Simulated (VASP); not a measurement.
# Ta (Im-3m) in VASP: further runs, part 2 of 2

VASP 6.6.1. The steps go on from the part before.

## (3) Single point, LDA

This run uses another cell than the first one, of 16.08 Å³/atom, 0.964 times its volume.

INCAR

```
  PREC = Accurate
  ENCUT = 520
  EDIFF = 1E-7
  ISMEAR = 0
  SIGMA = 0.1
  LREAL = False
  LASPH = True
  NELM = 80
  ALGO = Normal
  ISIF = 2
  LWAVE = False
  LCHARG = False
  NBANDS = 12
```

KPOINTS

```
regular mesh
0
Gamma
  7 7 7
```

POSCAR

```
Ta
1.0
   -1.5900118066      1.5900118066      1.5900118066
    1.5900118066     -1.5900118066      1.5900118066
    1.5900118066      1.5900118066     -1.5900118066
Ta
1
Direct
    0.0000000000      0.0000000000      0.0000000000
```

Potentials or basis: VASP PAW LDA potentials, release 64 (Ta_pv).

Run with:

```bash
$ cat potpaw_LDA.64/Ta_pv/POTCAR > POTCAR
$ mpirun -np 1 vasp_std > vasp.out
```

OUTCAR:

```text
PREC = Accurate
   ENCUT = 520
   EDIFF = 1E-7
   ISMEAR = 0
   LREAL = False
   LASPH = True
   NELM = 80
   ISIF = 2

 ion  position               nearest neighbor table
   1  0.000  0.000  0.000-

  LATTYP: Found a body centered cubic cell.
 ALAT       =     3.1800236132

  Lattice vectors:

 A1 = (  -1.5900118066,   1.5900118066,   1.5900118066)
 A2 = (   1.5900118066,  -1.5900118066,   1.5900118066)
 A3 = (   1.5900118066,   1.5900118066,  -1.5900118066)

Analysis of symmetry for initial positions (statically):
=====================================================================
 Subroutine PRICEL returns:
 Original cell was already a primitive cell.

 Routine SETGRP: Setting up the symmetry group for a
 body centered cubic supercell.

 Subroutine GETGRP returns: Found 48 space group operations
 (whereof 48 operations were pure point group operations)
 out of a pool of 48 trial point group operations.

The static configuration has the point symmetry O_h .

Analysis of symmetry for dynamics (positions and initial velocities):
=====================================================================
 Subroutine PRICEL returns:
 Original cell was already a primitive cell.

 Routine SETGRP: Setting up the symmetry group for a
 body centered cubic supercell.

 Subroutine GETGRP returns: Found 48 space group operations
 (whereof 48 operations were pure point group operations)
 out of a pool of 48 trial point group operations.

The dynamic configuration has the point symmetry O_h .

 Subroutine INISYM returns: Found 48 space group operations
 (whereof 48 operations are pure point group operations),
 and found     1 'primitive' translations

----------------------------------------------------------------------------------------

                                     Primitive cell

  volume of cell :      16.0791

  direct lattice vectors                    reciprocal lattice vectors
    -1.590011807  1.590011807  1.590011807     0.000000000  0.314463074  0.314463074
     1.590011807 -1.590011807  1.590011807     0.314463074  0.000000000  0.314463074
     1.590011807  1.590011807 -1.590011807     0.314463074  0.314463074  0.000000000

  length of vectors
     2.753981234  2.753981234  2.753981234     0.444717944  0.444717944  0.444717944

  position of ions in fractional coordinates (direct lattice)
     0.000000000  0.000000000  0.000000000

  ion indices of the primitive-cell ions
   primitive index   ion index
                 1           1

----------------------------------------------------------------------------------------

 KPOINTS: regular mesh

Automatic generation of k-mesh.
 Grid dimensions read from file:
 generate k-points for:    7    7    7

 Generating k-lattice:

  Cartesian coordinates                     Fractional coordinates (reciprocal lattice)
     0.000000000  0.044923296  0.044923296     0.142857143  0.000000000  0.000000000
     0.044923296  0.000000000  0.044923296     0.000000000  0.142857143  0.000000000
     0.044923296  0.044923296  0.000000000     0.000000000  0.000000000  0.142857143

  Length of vectors
     0.063531135  0.063531135  0.063531135

  Shift w.r.t. Gamma in fractional coordinates (k-lattice)
     0.000000000  0.000000000  0.000000000

 Subroutine IBZKPT returns following result:
 ===========================================

 Found     20 irreducible k-points:

 Following reciprocal coordinates:
            Coordinates               Weight
  0.000000  0.000000  0.000000      1.000000
  0.142857  0.000000  0.000000     12.000000
  0.285714  0.000000  0.000000     12.000000
  0.428571  0.000000  0.000000     12.000000
  0.142857  0.142857  0.000000     24.000000
  0.285714  0.142857  0.000000     48.000000
[... 12 lines left out ...]
 -0.428571 -0.428571  0.285714      8.000000
 -0.428571  0.428571  0.428571      6.000000
   k-points           NKPTS =     20   k-points in BZ     NKDIM =     20   number of bands    NBANDS=     12
   number of dos      NEDOS =    301   number of ions     NIONS =      1
   total plane-waves  NPLWV =   8000
   dimension x,y,z NGX =    20 NGY =   20 NGZ =   20
   dimension x,y,z NGXF=    40 NGYF=   40 NGZF=   40
   ions per type =               1
   NGX,Y,Z   is equivalent  to a cutoff of  12.07, 12.07, 12.07 a.u.
   NGXF,Y,Z  is equivalent  to a cutoff of  24.15, 24.15, 24.15 a.u.
 SYSTEM =  unknown system
   PREC   = accura    normal or accurate (medium, high low for compatibility)
   ISTART =      0    job   : 0-new  1-cont  2-samecut
   ICHARG =      2    charge: 1-file 2-atom 10-const
   ISPIN  =      1    spin polarized calculation?
   LNONCOLLINEAR =      F non collinear calculations
   LSORBIT =      F    spin-orbit coupling
   LASPH  =      T    aspherical Exc in radial PAW
   ENCUT  =  520.0 eV  38.22 Ry    6.18 a.u.   5.12  5.12  5.12*2*pi/ulx,y,z
   NELM   =     80;   NELMIN=  2; NELMDL= -5     # of ELM steps
   EDIFF  = 0.1E-06   stopping-criterion for ELM
   LREAL  =      F    real-space projection
   EDIFFG = 0.1E-05   stopping-criterion for IOM
   NSW    =      0    number of steps for IOM
   IBRION =     -1    ionic relax: 0-MD 1-quasi-New 2-CG
   NFREE  =      0    steps in history (QN), initial steepest desc. (CG)
   ISIF   =      2    stress and relaxation
   ISYM   =      2    0-nonsym 1-usesym 2-fastsym
   POTIM  = 0.5000    time-step for ionic-motion
   TEBEG  =    0.0;   TEEND  =   0.0 temperature during run
   PSTRESS=    0.0 pullay stress
   NELECT =      11.0000    total number of electrons
   NUPDOWN=      -1.0000    fix difference up-down
   EMIN   =  10.00;   EMAX   =-10.00  energy-range for DOS
   EFERMI =   0.00;   METHOD = LEGACY
   ISMEAR =     0;   SIGMA  =   0.10  broadening in eV -4-tet -1-fermi 0-gaus
   EFERMI_NEDOS =   21; number of points for ismear=-14 and -15
   IALGO  =     38    algorithm
   IMIX   =      4    mixing-type and parameters
     AMIX     =   0.40;   BMIX     =  1.00
     AMIX_MAG =   1.60;   BMIX_MAG =  1.00
  volume/ion in A,a.u.               =      16.08       108.51
  Fermi-wavevector in a.u.,A,eV,Ry     =   1.442510  2.725948 28.311465  2.080834
  Thomas-Fermi vector in A             =   2.561022
   LORBIT       =      0    0 simple, 1 ext, 2 COOP (PROOUT), +10 PAW based schemes
   GGA     = CA    functional components
   LHFCALC =     F    Hartree Fock is set to
   AEXX    =    0.0000 exact exchange contribution
   IVDW    =     0    specifies the selected vdW correction
   LEPSILON=     F    determine dielectric tensor
   LRPA    =     F    only Hartree local field effects (RPA)
 non-spin polarized calculation
 Gauss-broadening in eV      SIGMA  =   0.10
  energy-cutoff  :      520.00
  volume of cell :       16.08
 maximum number of plane-waves:       444
   NGX = 11   NGY = 11   NGZ = 11

 number of electron      10.9999999 magnetization

 Free energy of the ion-electron system (eV)
  ---------------------------------------------------
  ext. energy  EPLUGINS =         0.00000000
  ---------------------------------------------------
  free energy    TOTEN  =       -12.75842509 eV

  energy without entropy =      -12.74722441  energy(sigma->0) =      -12.75282475

 E-fermi :   6.2045     XC(G=0): -13.3896

 val. band max:        6.1499039336   @ k =   0.2857   0.1429   0.1429
 cond. band min:       6.2170815055   @ k =  -0.2857   0.2857   0.1429
 fundamental gap:      0.0671775719
 Fermi energy:         6.2044505720

 k-point     1 :       0.0000    0.0000    0.0000
  band No.  band energies     occupation
      1     -26.1098      2.00000
      2     -26.1098      2.00000
      3     -26.1098      2.00000
      4      -1.8657      2.00000
      5       7.0051      0.00000
      6       7.0051      0.00000
      7       7.0051      0.00000
      8      10.6989      0.00000
      9      10.6989      0.00000
     10      20.3853      0.00000
     11      21.9936      0.00000
     12      21.9936      0.00000
[... 271 lines left out ...]
 k-point    20 :      -0.4286    0.4286    0.4286
  band No.  band energies     occupation
      1     -27.2925      2.00000
      2     -27.2270      2.00000
      3     -27.2270      2.00000
      4       2.0970      2.00000
      5       2.2599      2.00000
      6      12.0666      0.00000
      7      12.0666      0.00000
      8      13.5437      0.00000
      9      14.8644      0.00000
     10      18.8326      0.00000
     11      18.8326      0.00000
     12      20.3789      0.00000

------------------------ aborting loop because EDIFF is reached ----------------------------------------

  FORCE on cell =-STRESS in cart. coord.  units (eV):
  Direction    XX          YY          ZZ          XY          YZ          ZX
  --------------------------------------------------------------------------------------
  -------------------------------------------------------------------------------------
  Total        2.1082201      2.1082201      2.1082201     -0.0000000     -0.0000000      0.0000000
  in kB      210.0707026    210.0707026    210.0707026     -0.0000000     -0.0000000      0.0000000
  external PRESSURE =     210.0707026 kB  Pullay stress =       0.0000000 kB

 VOLUME and BASIS-vectors are now :
 -----------------------------------------------------------------------------
  energy-cutoff  :      520.00
  volume of cell :       16.08
      direct lattice vectors                 reciprocal lattice vectors
    -1.590011807  1.590011807  1.590011807     0.000000000  0.314463074  0.314463074
     1.590011807 -1.590011807  1.590011807     0.314463074  0.000000000  0.314463074
     1.590011807  1.590011807 -1.590011807     0.314463074  0.314463074  0.000000000

 POSITION                                       TOTAL-FORCE (eV/Angst)
 -----------------------------------------------------------------------------------
      0.00000      0.00000      0.00000         0.000000      0.000000     -0.000000
 -----------------------------------------------------------------------------------
    total drift:                                0.000000     -0.000000      0.000000

  FREE ENERGIE OF THE ION-ELECTRON SYSTEM (eV)
  ---------------------------------------------------
  free  energy   TOTEN  =       -12.7584250862 eV

  energy  without entropy=      -12.7472244140  energy(sigma->0) =      -12.75282475
```

Wall time 1.9 s (1 thread of Intel Xeon 6975P-C (Granite Rapids), shared host); peak memory 0.12 GiB.

What came out:

| Quantity | Value |
| --- | --- |
| Free energy | -12.7584 eV |
| Pressure | 21.0 GPa |

Levels at points of the mesh, in eV from the Fermi level:
```csv
k point,band 2,band 3,band 4,band 5,band 6,band 7,band 8,band 9
"(0.00, 0.00, 0.00)",-32.31,-32.31,-8.07,0.80,0.80,0.80,4.49,4.49
```

Caveat: the k points lie up to 0.40 Å⁻¹ apart; spin-orbit coupling is left out, which moves the levels of the heavy elements.
